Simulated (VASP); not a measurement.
Input of a VASP 6.6.1 run:

POSCAR

```
Al2Cr2Re
1.0
    3.2279880000      0.0000000000      0.0000000000
    1.6139940000     -6.0724920000      0.0000000000
    0.0000000000      0.0000000000     -3.2611760000
Cr Re Al
2 1 2
Direct
    0.1468600000      0.7062800000      0.0000000000
    0.8531400000      0.2937200000      0.0000000000
    0.5000000000      0.0000000000      0.5000000000
    0.2940100000      0.4119800000      0.5000000000
    0.7059900000      0.5880200000      0.5000000000
```

INCAR.step1

```
  PREC = Accurate
  ENCUT = 520
  ISMEAR = -1
  SIGMA = 0.0754
  LREAL = False
  LASPH = True
  NELM = 80
  NBANDS = 26
  GGA = PE
  ALGO = Normal
  EDIFF = 1E-4
  LWAVE = True
  LCHARG = False
```

File INCAR.step2:

```
  PREC = Accurate
  ENCUT = 520
  EDIFF = 1E-6
  ISMEAR = -1
  SIGMA = 0.0754
  LREAL = False
  LASPH = True
  NELM = 80
  ALGO = Normal
  ISIF = 2
  LWAVE = False
  LCHARG = True
  METAGGA = R2SCAN
  LMIXTAU = True
  LELF = True
  LVHAR = True
  NBANDS = 26
  ISTART = 1
```

KPOINTS

```
Automatic mesh
0
Gamma
  9 9 8
```

Potentials or basis: VASP PAW PBE potentials, release 64 (Cr_pv, Re, Al).

Run with:

```console
$ cat potpaw_PBE.64/Cr_pv/POTCAR potpaw_PBE.64/Re/POTCAR potpaw_PBE.64/Al/POTCAR > POTCAR
$ cp INCAR.step1 INCAR
$ mpirun -np 1 vasp_std > vasp.out
$ cp INCAR.step2 INCAR
$ mpirun -np 1 vasp_std > vasp.out
```

Task: Estimate the largest force.

Result: 9.747 eV/Å.

Task: What does it give for the pressure?

Result: 25.2 GPa.

Task: Estimate the band gap on the k mesh.

Result: Zero (an odd number of electrons rules out a gap without spin polarisation).

Stress tensor (GPa, compression positive):
```
53.45  0.00  0.00
 0.00 30.15  0.00
 0.00  0.00 -7.86
```

Caveat: the cell stands under pressure; the PAW data sets were made with another functional, which shifts forces and pressure a little; spin-orbit coupling is left out, which moves the levels of the heavy elements; the run has no spin polarisation, though such a crystal can be magnetic. Spin polarisation is off, so any magnetic state and its effect on volume and gap are missing.
